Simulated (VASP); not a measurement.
# CdS (F-43m) in VASP: further runs

Runs on CdS. Level: r2SCAN. Tasks: phonons.

Program: VASP 6.6.1. These are calculated values, not measurements. Logs are shortened: lines on timing, memory, paths and dates and some standing lists are left out, and cuts for length are marked.

### Step 1. The cell of the first run

The structure is cubic, space group F-43m (No. 216). Conventional cell: a = 5.639 Å, b = 5.639 Å, c = 5.639 Å, α = 90.00°, β = 90.00°, γ = 90.00°. Cd (site symmetry -43m) has 4 S at 2.44 Å within 3.2 Å. Within 3.2 Å of S (site symmetry -43m) lie 4 Cd at 2.44 Å.

### Step 2. Phonons, r2SCAN

File INCAR:

```
PREC     = Accurate       # precision mode
ENCUT    = 520            # plane-wave cutoff, eV
EDIFF    = 1E-8           # SCF threshold, eV
ISMEAR   = 0              # smearing method
SIGMA    = 0.01           # smearing width, eV
LREAL    = F              # projectors in reciprocal space
LASPH    = T              # aspherical terms in the spheres
NELM     = 80             # most SCF steps
ALGO     = Normal         # electronic algorithm
ISIF     = 2              # what is computed and relaxed
LWAVE    = F              # write WAVECAR
LCHARG   = F              # write CHGCAR
METAGGA  = R2SCAN         # meta-GGA
LMIXTAU  = T            
NBANDS   = 16             # bands
IBRION   = 6              # ionic algorithm
NFREE    = 2            
POTIM    = 0.015          # step
NSW      = 1              # ionic steps
```

File KPOINTS:

```
regular mesh
0
Gamma
  8 8 8
```

File POSCAR:

```
CdS
1.0
    2.8193824024      2.8193824024      0.0000000000
   -2.8193824024      2.8193824024      0.0000000000
    0.0000000000      2.8193824024      2.8193824024
Cd S
1 1
Direct
    0.0000000000      0.0000000000      0.0000000000
    0.7500000000      0.2500000000      0.5000000000
```

Potentials or basis: VASP PAW PBE potentials, release 64 (Cd, S).

Run with:

```bash
$ cat potpaw_PBE.64/Cd/POTCAR potpaw_PBE.64/S/POTCAR > POTCAR
$ mpirun -np 1 vasp_std > vasp.out
```

OUTCAR:

```text
PREC = Accurate
   ENCUT = 520
   EDIFF = 1E-8
   ISMEAR = 0
   LREAL = F
   LASPH = T
   NELM = 80
   ISIF = 2
   METAGGA = R2SCAN
   IBRION = 6
   NFREE = 2
   POTIM = 0.015
   NSW = 1

 ion  position               nearest neighbor table
   1  0.000  0.000  0.000-   2 2.44   2 2.44   2 2.44   2 2.44
   2  0.750  0.250  0.500-   1 2.44   1 2.44   1 2.44   1 2.44

  LATTYP: Found a face centered cubic cell.
 ALAT       =     5.6387648048

  Lattice vectors:

 A1 = (   0.0000000000,   2.8193824024,   2.8193824024)
 A2 = (   2.8193824024,   0.0000000000,   2.8193824024)
 A3 = (   2.8193824024,   2.8193824024,   0.0000000000)

Analysis of symmetry for initial positions (statically):
=====================================================================
 Subroutine PRICEL returns:
 Original cell was already a primitive cell.

 Routine SETGRP: Setting up the symmetry group for a
 face centered cubic supercell.

 Subroutine GETGRP returns: Found 24 space group operations
 (whereof 24 operations were pure point group operations)
 out of a pool of 48 trial point group operations.

The static configuration has the point symmetry T_d .

Analysis of symmetry for dynamics (positions and initial velocities):
=====================================================================
 Subroutine PRICEL returns:
 Original cell was already a primitive cell.

 Routine SETGRP: Setting up the symmetry group for a
 face centered cubic supercell.

 Subroutine GETGRP returns: Found 24 space group operations
 (whereof 24 operations were pure point group operations)
 out of a pool of 48 trial point group operations.

The dynamic configuration has the point symmetry T_d .

 Subroutine INISYM returns: Found 24 space group operations
 (whereof 24 operations are pure point group operations),
 and found     1 'primitive' translations

----------------------------------------------------------------------------------------

                                     Primitive cell

  volume of cell :      44.8221

[... 145 lines left out ...]
  -------------------------------------------------------------------------------------
  Total        2.9350243      2.9350243      2.9350243      0.0000000      0.0000000     -0.0000000
  in kB      104.9132495    104.9132495    104.9132495      0.0000000      0.0000000     -0.0000000
  external PRESSURE =     104.9132495 kB  Pullay stress =       0.0000000 kB
[... 131 lines left out ...]
--------------------------------------- Ionic step        5  -------------------------------------------

 number of electron      17.9999993 magnetization

 Free energy of the ion-electron system (eV)
  ---------------------------------------------------
  ext. energy  EPLUGINS =         0.00000000
  ---------------------------------------------------
  free energy    TOTEN  =       -29.50405190 eV

  energy without entropy =      -29.50405190  energy(sigma->0) =      -29.50405190

 E-fermi :   2.1293     XC(G=0): -10.2511

 val. band max:        1.9990274709   @ k =   0.0000   0.0000   0.0000
 cond. band min:       3.8181913365   @ k =   0.0000   0.0000   0.0000
 fundamental gap:      1.8191638657
 Fermi energy:         2.1292555477

 k-point     1 :       0.0000    0.0000    0.0000
  band No.  band energies     occupation
      1     -11.5901      2.00000
      2      -6.4352      2.00000
      3      -6.4206      2.00000
      4      -6.4061      2.00000
      5      -5.7406      2.00000
      6      -5.7405      2.00000
[... 433 lines left out ...]
      3      -6.1338      2.00000
      4      -5.7842      2.00000
      5      -5.7064      2.00000
      6      -5.1059      2.00000
[... 8 lines left out ...]
     15      15.1375      0.00000
     16      16.2170      0.00000

 [... further k-points ...]

------------------------ aborting loop because EDIFF is reached ----------------------------------------

  FORCE on cell =-STRESS in cart. coord.  units (eV):
  Direction    XX          YY          ZZ          XY          YZ          ZX
  --------------------------------------------------------------------------------------
  -------------------------------------------------------------------------------------
  Total        2.9347324      2.9384866      2.9384866      0.0000000     -0.1789345      0.0000000
  in kB      104.9028146    105.0370075    105.0370075      0.0000000     -6.3960611      0.0000000
  external PRESSURE =     104.9922765 kB  Pullay stress =       0.0000000 kB
[... 17 lines left out ...]
  FREE ENERGIE OF THE ION-ELECTRON SYSTEM (eV)
  ---------------------------------------------------
  free  energy   TOTEN  =       -29.5040518970 eV

  energy  without entropy=      -29.5040518970  energy(sigma->0) =      -29.50405190

 INTERNAL STRAIN TENSORS FROM DISPLACED ATOMS
 ============================================

 INTERNAL STRAIN TENSOR FOR ION    1 for displacements in x,y,z  (eV/Angst):
          X           Y           Z          XY          YZ          ZX
  --------------------------------------------------------------------------------
  x    -0.00000     0.00000     0.00000     0.00000   -11.96183     0.00000
  y     0.00000     0.00000     0.00000     0.00000    -0.00000   -11.96183
  z     0.00000     0.00000     0.00000   -11.96183     0.00000    -0.00000

 INTERNAL STRAIN TENSOR FOR ION    2 for displacements in x,y,z  (eV/Angst):
          X           Y           Z          XY          YZ          ZX
  --------------------------------------------------------------------------------
  x     0.00000    -0.00000    -0.00000    -0.00000    11.93383    -0.00000
  y    -0.00000     0.00000    -0.00000    -0.00000     0.00000    11.93383
  z    -0.00000    -0.00000     0.00000    11.93383    -0.00000     0.00000

 Eigenvectors and eigenvalues of the dynamical matrix
 ----------------------------------------------------

   1 f  =    8.566041 THz    53.822026 2PiTHz  285.732386 cm-1    35.426285 meV
             X         Y         Z           dx          dy          dz
      0.000000  0.000000  0.000000    -0.471012   -0.000000    0.000000
      1.409691  4.229074  1.409691     0.882127    0.000000    0.000000
[... 21 lines left out ...]
   6 f/i=    0.000955 THz     0.005998 2PiTHz    0.031841 cm-1     0.003948 meV
             X         Y         Z           dx          dy          dz
      0.000000  0.000000  0.000000     0.178855    0.815346   -0.285252
      1.409691  4.229074  1.409691     0.095500    0.435355   -0.152311

 ELASTIC MODULI CONTR FROM IONIC RELAXATION (kBar)
 Direction    XX          YY          ZZ          XY          YZ          ZX
 --------------------------------------------------------------------------------
 XX          -0.0000      0.0000      0.0000      0.0000     -0.0000      0.0000
 YY           0.0000     -0.0000     -0.0000      0.0000      0.0000      0.0000
 ZZ           0.0000     -0.0000     -0.0000      0.0000      0.0000      0.0000
 XY           0.0000      0.0000      0.0000   -681.3141     -0.0000     -0.0000
 YZ          -0.0000      0.0000      0.0000     -0.0000   -681.3141     -0.0000
 ZX           0.0000      0.0000      0.0000     -0.0000     -0.0000   -681.3141
 --------------------------------------------------------------------------------
```

Wall time 15 min (1 thread of Intel Xeon Platinum 8488C (Sapphire Rapids), shared host); peak memory 0.26 GiB.

What came out:

```
Highest phonon frequency at Γ, LO-TO splitting left out : 286 cm⁻¹
```

Phonon frequencies in cm⁻¹ (negative: imaginary):
```
              q point        frequencies
(0.000, 0.000, 0.000)  0 0 0 286 286 286
```

Caveat: the cell stands under pressure or tension, which shifts response properties; the PAW data sets were made with another functional, which shifts forces and pressure a little.

### Step 3. Phonons, r2SCAN

This run uses another cell than the first one, of 23.12 Å³/atom.

File INCAR:

```
PREC = Accurate ; ENCUT = 520
EDIFF = 1E-8 ; ISMEAR = 0
SIGMA = 0.01 ; LREAL = F
LASPH = T ; NELM = 80
ALGO = Normal ; ISIF = 2
LWAVE = F ; LCHARG = F
METAGGA = R2SCAN ; LMIXTAU = T
NBANDS = 16 ; IBRION = 6
NFREE = 2 ; POTIM = 0.015
NSW = 1
```

KPOINTS is that of step 2.

File POSCAR:

```
CdS
1.0
    2.8488639544      2.8488639544      0.0000000000
   -2.8488639544      2.8488639544      0.0000000000
    0.0000000000      2.8488639544      2.8488639544
Cd S
1 1
Direct
    0.0000000000      0.0000000000      0.0000000000
    0.7500000000      0.2500000000      0.5000000000
```

Potentials or basis: VASP PAW PBE potentials, release 64 (Cd, S).

Run with:

```bash
$ cat potpaw_PBE.64/Cd/POTCAR potpaw_PBE.64/S/POTCAR > POTCAR
$ mpirun -np 1 vasp_std > vasp.out
```

OUTCAR:

```text
PREC = Accurate
   ENCUT = 520
   EDIFF = 1E-8
   ISMEAR = 0
   LREAL = F
   LASPH = T
   NELM = 80
   ISIF = 2
   METAGGA = R2SCAN
   IBRION = 6
   NFREE = 2
   POTIM = 0.015
   NSW = 1

 ion  position               nearest neighbor table
   1  0.000  0.000  0.000-   2 2.47   2 2.47   2 2.47   2 2.47
   2  0.750  0.250  0.500-   1 2.47   1 2.47   1 2.47   1 2.47

  LATTYP: Found a face centered cubic cell.
 ALAT       =     5.6977279088

  Lattice vectors:

 A1 = (   0.0000000000,   2.8488639544,   2.8488639544)
 A2 = (   2.8488639544,   0.0000000000,   2.8488639544)
 A3 = (   2.8488639544,   2.8488639544,   0.0000000000)

Analysis of symmetry for initial positions (statically):
=====================================================================
 Subroutine PRICEL returns:
 Original cell was already a primitive cell.

 Routine SETGRP: Setting up the symmetry group for a
[... 795 lines left out ...]
  Total        2.1440512      2.1473673      2.1473673      0.0000000     -0.1561104     -0.0000000
  in kB       74.2849128     74.3998042     74.3998042      0.0000000     -5.4087531     -0.0000000
  external PRESSURE =      74.3615071 kB  Pullay stress =       0.0000000 kB
[... 17 lines left out ...]
  FREE ENERGIE OF THE ION-ELECTRON SYSTEM (eV)
  ---------------------------------------------------
  free  energy   TOTEN  =       -29.5834609461 eV

  energy  without entropy=      -29.5834609461  energy(sigma->0) =      -29.58346095

 INTERNAL STRAIN TENSORS FROM DISPLACED ATOMS
 ============================================

 INTERNAL STRAIN TENSOR FOR ION    1 for displacements in x,y,z  (eV/Angst):
          X           Y           Z          XY          YZ          ZX
  --------------------------------------------------------------------------------
  x     0.00000     0.00000     0.00000     0.00000   -10.43888     0.00000
  y    -0.00000     0.00000    -0.00000     0.00000     0.00000   -10.43888
  z     0.00000     0.00000     0.00000   -10.43888     0.00000     0.00000

 INTERNAL STRAIN TENSOR FOR ION    2 for displacements in x,y,z  (eV/Angst):
          X           Y           Z          XY          YZ          ZX
  --------------------------------------------------------------------------------
  x    -0.00000    -0.00000    -0.00000     0.00000    10.41133     0.00000
  y    -0.00000    -0.00000    -0.00000     0.00000     0.00000    10.41133
  z    -0.00000    -0.00000    -0.00000    10.41133     0.00000     0.00000

 Eigenvectors and eigenvalues of the dynamical matrix
 ----------------------------------------------------

   1 f  =    8.140176 THz    51.146233 2PiTHz  271.527035 cm-1    33.665047 meV
             X         Y         Z           dx          dy          dz
      0.000000  0.000000  0.000000     0.471628    0.000000   -0.000000
      1.424432  4.273296  1.424432    -0.881798   -0.000000    0.000000
[... 21 lines left out ...]
   6 f/i=    0.004775 THz     0.030004 2PiTHz    0.159286 cm-1     0.019749 meV
             X         Y         Z           dx          dy          dz
      0.000000  0.000000  0.000000     0.881798   -0.000000    0.000000
      1.424432  4.273296  1.424432     0.471628    0.000000    0.000000

 ELASTIC MODULI CONTR FROM IONIC RELAXATION (kBar)
 Direction    XX          YY          ZZ          XY          YZ          ZX
 --------------------------------------------------------------------------------
 XX          -0.0000     -0.0000     -0.0000      0.0000      0.0000     -0.0000
 YY          -0.0000     -0.0000     -0.0000      0.0000      0.0000      0.0000
 ZZ          -0.0000     -0.0000     -0.0000      0.0000      0.0000     -0.0000
 XY           0.0000      0.0000      0.0000   -556.2436      0.0000     -0.0000
 YZ           0.0000      0.0000      0.0000      0.0000   -556.2436     -0.0000
 ZX          -0.0000      0.0000     -0.0000     -0.0000     -0.0000   -556.2436
 --------------------------------------------------------------------------------
```

OSZICAR:

```text
N       E                     dE             d eps       ncg     rms          rms(c)
DAV:   1     0.851171614338E+02    0.85117E+02   -0.94308E+03   960   0.107E+03
DAV:   2    -0.304071625191E+02   -0.11552E+03   -0.10804E+03  1080   0.261E+02
DAV:   3    -0.347180774101E+02   -0.43109E+01   -0.43016E+01  1168   0.535E+01
[... 71 lines left out ...]
DAV:   6    -0.295834421192E+02   -0.39136E-04   -0.95342E-05  3152   0.683E-02    0.120E-02
DAV:   7    -0.295834583002E+02   -0.16181E-04   -0.56717E-06  3912   0.155E-02    0.330E-03
DAV:   8    -0.295834600941E+02   -0.17938E-05   -0.91085E-07  3240   0.852E-03    0.111E-03
DAV:   9    -0.295834609239E+02   -0.82987E-06   -0.49115E-07  3472   0.526E-03    0.113E-03
DAV:  10    -0.295834609522E+02   -0.28284E-07   -0.34578E-08  3672   0.188E-03    0.563E-04
DAV:  11    -0.295834609461E+02    0.61450E-08   -0.11091E-08  2728   0.916E-04
   5 F= -.29583461E+02 E0= -.29583461E+02  d E =-.167178E-34
```

It took 14 min on 1 thread of Intel Xeon Platinum 8488C (Sapphire Rapids), shared host; peak memory 0.26 GiB.

Results:

```yaml
Highest_phonon_frequency_at_Γ_LO-TO_splitting_left_out: 272 cm⁻¹
```

Phonon frequencies in cm⁻¹ (negative: imaginary):
| q point | frequencies |
| --- | --- |
| (0.000, 0.000, 0.000) | 0 0 0 272 272 272 |

Caveat: the cell stands under pressure or tension, which shifts response properties; the PAW data sets were made with another functional, which shifts forces and pressure a little.
